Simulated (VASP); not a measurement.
# ZnO (P6_3mc) in VASP: single point with LDA

Aim: the single point of ZnO with LDA.

Everything below comes from runs of VASP 6.6.1. Logs are shortened: lines on timing, memory, paths and dates and some standing lists are left out, and cuts for length are marked.

## 1. The cell of the first run

The structure is hexagonal, space group P6_3mc (No. 186). Conventional cell: a = 3.187 Å, b = 3.187 Å, c = 5.153 Å, α = 90.00°, β = 90.00°, γ = 120.00°. Zn (site symmetry 3m) has 4 O at 1.94 to 1.95 Å within 2.6 Å. Within 2.6 Å of O (site symmetry 3m) lie 4 Zn at 1.94 to 1.95 Å.

## 2. Single point, LDA

Input file INCAR:

```
SYSTEM = ZnO
PREC     = Accurate       ! precision mode
ENCUT    = 1340           ! plane-wave cutoff, eV
EDIFF    = 1E-6           ! SCF threshold, eV
ISMEAR   = 0              ! smearing method
SIGMA    = 0.02           ! smearing width, eV
LREAL    = .False.        ! projectors in reciprocal space
LASPH    = .True.         ! aspherical terms in the spheres
NELM     = 120            ! most SCF steps
ALGO     = Normal         ! electronic algorithm
ISIF     = 2              ! what is computed and relaxed
LWAVE    = .False.        ! write WAVECAR
LCHARG   = .True.         ! write CHGCAR
GGA      = CA             ! functional
LELF     = .True.         ! ELF
LVHAR    = .True.       
NBANDS   = 26             ! bands
GGA_COMPAT= .False.
```

Input file KPOINTS:

```
regular mesh
0
Gamma
  9 9 6
  0 0 0
```

Input file POSCAR:

```
ZnO
1.0
    3.1873714794      0.0000000000      0.0000000000
   -1.5936857397      2.7603446725      0.0000000000
    0.0000000000      0.0000000000      5.1527901491
Zn O
2 2
Direct
    0.3333333333      0.6666666667      0.0022836073
    0.6666666667      0.3333333333      0.5022836073
    0.3333333333      0.6666666667      0.3807163927
    0.6666666667      0.3333333333      0.8807163927
```

Potentials or basis: VASP PAW LDA potentials, release 64 (Zn, O_h).

Launch:

```sh
$ cat potpaw_LDA.64/Zn/POTCAR potpaw_LDA.64/O_h/POTCAR > POTCAR
$ mpirun -np 1 vasp_std > vasp.out
```

OUTCAR:

```text
SYSTEM = ZnO
   PREC = Accurate
   ENCUT = 1340
   EDIFF = 1E-6
   ISMEAR = 0
   LREAL = .False.
   LASPH = .True.
   NELM = 120
   ISIF = 2
   GGA = CA

 ion  position               nearest neighbor table
   1  0.333  0.667  0.002-   4 1.94   4 1.94   4 1.94   3 1.95
   2  0.667  0.333  0.502-   3 1.94   3 1.94   3 1.94   4 1.95
   3  0.333  0.667  0.381-   2 1.94   2 1.94   2 1.94   1 1.95
   4  0.667  0.333  0.881-   1 1.94   1 1.94   1 1.94   2 1.95

  LATTYP: Found a hexagonal cell.
 ALAT       =     3.1873714794
 C/A-ratio  =     1.6166267981

  Lattice vectors:

 A1 = (   3.1873714794,   0.0000000000,   0.0000000000)
 A2 = (  -1.5936857397,   2.7603446725,   0.0000000000)
 A3 = (   0.0000000000,   0.0000000000,   5.1527901491)

Analysis of symmetry for initial positions (statically):
=====================================================================
 Subroutine PRICEL returns:
 Original cell was already a primitive cell.

 Routine SETGRP: Setting up the symmetry group for a
 hexagonal supercell.

 Subroutine GETGRP returns: Found 12 space group operations
 (whereof  6 operations were pure point group operations)
 out of a pool of 24 trial point group operations.

The static configuration has the point symmetry C_3v.
 The point group associated with its full space group is C_6v.

Analysis of symmetry for dynamics (positions and initial velocities):
=====================================================================
 Subroutine PRICEL returns:
 Original cell was already a primitive cell.

 Routine SETGRP: Setting up the symmetry group for a
 hexagonal supercell.

 Subroutine GETGRP returns: Found 12 space group operations
 (whereof  6 operations were pure point group operations)
 out of a pool of 24 trial point group operations.

The dynamic configuration has the point symmetry C_3v.
 The point group associated with its full space group is C_6v.

 Subroutine INISYM returns: Found 12 space group operations
 (whereof  6 operations are pure point group operations),
 and found     1 'primitive' translations

----------------------------------------------------------------------------------------

[... 91 lines left out ...]
   LNONCOLLINEAR =      F non collinear calculations
   LSORBIT =      F    spin-orbit coupling
   LASPH  =      T    aspherical Exc in radial PAW
   ENCUT  = 1340.0 eV  98.49 Ry    9.92 a.u.   9.51  9.51 15.38*2*pi/ulx,y,z
   NELM   =    120;   NELMIN=  2; NELMDL= -5     # of ELM steps
   EDIFF  = 0.1E-05   stopping-criterion for ELM
   LREAL  =      F    real-space projection
   EDIFFG = 0.1E-04   stopping-criterion for IOM
   NSW    =      0    number of steps for IOM
   IBRION =     -1    ionic relax: 0-MD 1-quasi-New 2-CG
   NFREE  =      0    steps in history (QN), initial steepest desc. (CG)
   ISIF   =      2    stress and relaxation
   ISYM   =      2    0-nonsym 1-usesym 2-fastsym
   POTIM  = 0.5000    time-step for ionic-motion
   TEBEG  =    0.0;   TEEND  =   0.0 temperature during run
   PSTRESS=    0.0 pullay stress
   NELECT =      36.0000    total number of electrons
   NUPDOWN=      -1.0000    fix difference up-down
   EMIN   =  10.00;   EMAX   =-10.00  energy-range for DOS
   EFERMI =   0.00;   METHOD = LEGACY
   ISMEAR =     0;   SIGMA  =   0.02  broadening in eV -4-tet -1-fermi 0-gaus
   EFERMI_NEDOS =   21; number of points for ismear=-14 and -15
   IALGO  =     38    algorithm
   IMIX   =      4    mixing-type and parameters
     AMIX     =   0.40;   BMIX     =  1.00
     AMIX_MAG =   1.60;   BMIX_MAG =  1.00
  volume/ion in A,a.u.               =      11.33        76.48
  Fermi-wavevector in a.u.,A,eV,Ry     =   1.515989  2.864805 31.269236  2.298224
  Thomas-Fermi vector in A             =   2.625439
   LORBIT       =      0    0 simple, 1 ext, 2 COOP (PROOUT), +10 PAW based schemes
   GGA     = CA    functional components
   LHFCALC =     F    Hartree Fock is set to
   AEXX    =    0.0000 exact exchange contribution
   IVDW    =     0    specifies the selected vdW correction
   LEPSILON=     F    determine dielectric tensor
   LRPA    =     F    only Hartree local field effects (RPA)
 non-spin polarized calculation
 Gauss-broadening in eV      SIGMA  =   0.02
  energy-cutoff  :     1340.00
  volume of cell :       45.34
 maximum number of plane-waves:      5107
 NGX is ok and might be reduce to    40
   NGX = 19   NGY = 19   NGZ = 31

 number of electron      36.0000001 magnetization

 Free energy of the ion-electron system (eV)
  ---------------------------------------------------
  ext. energy  EPLUGINS =         0.00000000
  ---------------------------------------------------
  free energy    TOTEN  =       -21.17459363 eV

  energy without entropy =      -21.17459363  energy(sigma->0) =      -21.17459363

 E-fermi :   1.8277     XC(G=0): -11.7287

 val. band max:        1.6893298988   @ k =   0.0000   0.0000   0.0000
 cond. band min:       2.5010327061   @ k =   0.0000   0.0000   0.0000
 fundamental gap:      0.8117028074
 Fermi energy:         1.8277066653

 k-point     1 :       0.0000    0.0000    0.0000
  band No.  band energies     occupation
      1     -16.5298      2.00000
      2     -15.6874      2.00000
      3      -4.4315      2.00000
      4      -4.3400      2.00000
      5      -4.3400      2.00000
      6      -4.3017      2.00000
[... 685 lines left out ...]
     25      15.0707      0.00000
     26      16.3660      0.00000

 [... further k-points ...]

------------------------ aborting loop because EDIFF is reached ----------------------------------------

  FORCE on cell =-STRESS in cart. coord.  units (eV):
  Direction    XX          YY          ZZ          XY          YZ          ZX
  --------------------------------------------------------------------------------------
  -------------------------------------------------------------------------------------
  Total        0.3055633      0.3055633      0.3018785      0.0000000      0.0000000      0.0000000
  in kB       10.7987462     10.7987462     10.6685240      0.0000000      0.0000000      0.0000000
  external PRESSURE =      10.7553388 kB  Pullay stress =       0.0000000 kB

 VOLUME and BASIS-vectors are now :
 -----------------------------------------------------------------------------
  energy-cutoff  :     1340.00
  volume of cell :       45.34
      direct lattice vectors                 reciprocal lattice vectors
     3.187371479  0.000000000  0.000000000     0.313738140  0.181136800  0.000000000
    -1.593685740  2.760344673  0.000000000     0.000000000  0.362273599  0.000000000
     0.000000000  0.000000000  5.152790149     0.000000000  0.000000000  0.194069615

 POSITION                                       TOTAL-FORCE (eV/Angst)
 -----------------------------------------------------------------------------------
     -0.00000      1.84023      0.01177         0.000000      0.000000      0.001212
      1.59369      0.92011      2.58816        -0.000000      0.000000      0.001212
     -0.00000      1.84023      1.96175        -0.000000      0.000000     -0.001212
      1.59369      0.92011      4.53815         0.000000     -0.000000     -0.001212
 -----------------------------------------------------------------------------------
    total drift:                               -0.000000      0.000000      0.001331

  FREE ENERGIE OF THE ION-ELECTRON SYSTEM (eV)
  ---------------------------------------------------
  free  energy   TOTEN  =       -21.1745936272 eV

  energy  without entropy=      -21.1745936272  energy(sigma->0) =      -21.17459363
```

Run time: 2.9 min. Hardware: 1 thread of Intel Xeon Platinum 8259CL at 2.50GHz (Skylake/Cascade Lake), shared host; peak memory 0.37 GiB.

Results:

```
Free energy            : -21.1746 eV
Pressure               : 1.1 GPa
Band gap on the k mesh : 0.81 eV
```

A hybrid or GW would open this gap; LDA tends to underestimate it.
